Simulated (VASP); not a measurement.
# Fe: single point with PBEsol

Crystal: Fe.

```xyz
1
Lattice="-1.3926 1.3926 1.3926 1.3926 -1.3926 1.3926 1.3926 1.3926 -1.3926" Properties=species:S:1:pos:R:3 pbc="T T T"
Fe    0.0000    0.0000    0.0000
```

```json
{
  "Program": "VASP 6.6.1",
  "Task": "single point",
  "Functional": "PBEsol",
  "Potentials or basis": "VASP PAW PBE potentials, release 64 (Fe)",
  "Cutoff": "520 eV",
  "k mesh": "20 × 20 × 20",
  "Occupations": "gaussian, width 0.05 eV",
  "Spin": "collinear spin, ferromagnetic start",
  "Starting moments": "[2.31] μB",
  "Dipole correction": "no",
  "Further INCAR settings": "ALGO = Normal; EDIFF = 1e-07; NBANDS = 14"
}
```

```yaml
Pressure: -0.2 GPa
Net_moment: 2.08 μB per cell
Site_moments: Fe +2.06 μB
Valence_electrons_inside_the_program's_atomic_spheres: Fe 7.38
```

Levels at points of the mesh, in eV from the Fermi level:
Spin up:
| k point | band 1 | band 2 | band 3 | band 4 | band 5 | band 6 | band 7 | band 8 | band 9 | band 10 |
| --- | --- | --- | --- | --- | --- | --- | --- | --- | --- | --- |
| (0.00, 0.00, 0.00) | -8.83 | -2.41 | -2.41 | -2.41 | -1.05 | -1.05 | 25.41 | 25.41 | 25.41 | 30.85 |
| (0.50, 0.00, 0.00) | -5.24 | -3.59 | -0.99 | -0.84 | 0.41 | 0.52 | 7.78 | 18.70 | 20.93 | 24.17 |
| (0.50, 0.50, 0.50) | -5.16 | -5.16 | 0.22 | 0.22 | 0.22 | 10.20 | 10.20 | 10.20 | 16.13 | 16.13 |
Spin down:
```tsv
k point	band 1	band 2	band 3	band 4	band 5	band 6	band 7
(0.00, 0.00, 0.00)	-8.56	-0.60	-0.60	-0.60	1.51	1.51	25.34
(0.50, 0.00, 0.00)	-4.00	-1.97	0.64	1.38	1.79	2.61	9.13
(0.50, 0.50, 0.50)	-3.45	-3.45	2.29	2.29	2.29	10.55	10.55
```

It took 43 s on 1 thread of AMD EPYC 9R14 (Zen 4), with other jobs on the host, peak memory 0.14 GiB.

Caveat: the PAW data sets were made with another functional, which shifts forces and pressure a little.
